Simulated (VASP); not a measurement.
Here is a VASP 6.6.1 calculation.

File INCAR:

```
PREC = Accurate
ENCUT = 600
EDIFF = 1E-6
ISMEAR = 0
SIGMA = 0.02
LREAL = F
LASPH = T
NELM = 80
ALGO = Normal
ISIF = 4
LWAVE = F
LCHARG = F
GGA = PE
IBRION = 2
NSW = 50
EDIFFG = -0.01
```

File KPOINTS:

```
regular mesh
0
Gamma
  6 6 4
```

Contents of POSCAR:

```
Hg2H3F
1.0
    4.0683483500      0.0000000000      0.0000000000
    0.0000000000      4.0683483500      0.0000000000
    0.0000000000      0.0000000000      7.3805268688
Hg H F
2 3 1
Direct
    0.0000000000      0.0000000000      0.0091637891
    0.5000000000      0.5000000000      0.2402515076
    0.5000000000      0.5000000000      0.6585996184
    0.5000000000      0.5000000000      0.7594820657
    0.0000000000      0.0000000000      0.6665681723
    0.0000000000      0.0000000000      0.5399348470
```

Potentials or basis: VASP PAW PBE potentials, release 64 (Hg, H, F).

Launch:

```sh
$ cat potpaw_PBE.64/Hg/POTCAR potpaw_PBE.64/H/POTCAR potpaw_PBE.64/F/POTCAR > POTCAR
$ mpirun -np 1 vasp_std > vasp.out
```

(1) Estimate the band gap on the k mesh.

Answers

(1) 2.49 eV (least direct gap 2.52 eV).

Caveat: spin-orbit coupling is left out, which moves the levels of the heavy elements.
